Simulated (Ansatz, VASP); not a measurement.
One calculation of Sr4HfO, two programs

```xyz
6
Lattice="8.4712 0.0000 0.0000 -4.2356 7.3363 0.0000 0.0000 0.0000 3.5269" Properties=species:S:1:pos:R:3 pbc="T T T"
Sr    0.0000    4.8908    0.0000
Sr    0.0000    1.8712    1.7635
Sr    2.6151    6.4007    1.7635
Sr   -2.6151    6.4007    1.7635
Hf    4.2356    2.4454    0.0000
O     0.0000    0.0000    0.0000
```

Change from the starting cell: species swapped into the NdAlCu4 type (P-6m2, No. 187).

Alike in both runs: functional PBE; k mesh 6 × 6 × 10; occupations gaussian, width 0.1 eV; no spin polarisation.

Ansatz relaxed the structure, and its values are those at the end. VASP's run is a single point on that final structure, the one shown.

```csv
,VASP,Ansatz
version,VASP 6.6.1,Ansatz 0.2.0
potentials or method,"VASP PAW PBE potentials, release 64 (Sr_sv, Hf_pv, O), cutoff 520 eV","scalar-relativistic, plane waves, PAW"
valence electrons in the cell,56,72
```

Ansatz gave:

- gap on the k mesh at the Fermi level (eV): none
- pressure (GPa): 0.0
- rms of the force components (eV/Å): 0.002

Task: Which values does VASP return?

Result: gap on the k mesh at the Fermi level (eV): none; pressure (GPa): 0.1; rms of the force components (eV/Å): 0.017.

A gap of «none» marks a metal or a gap that the smearing closes. VASP's potentials hold 56 valence electrons a cell and Ansatz's 72, so a difference there can come from the potentials and not from the codes.

Neither program's run includes spin-orbit coupling.
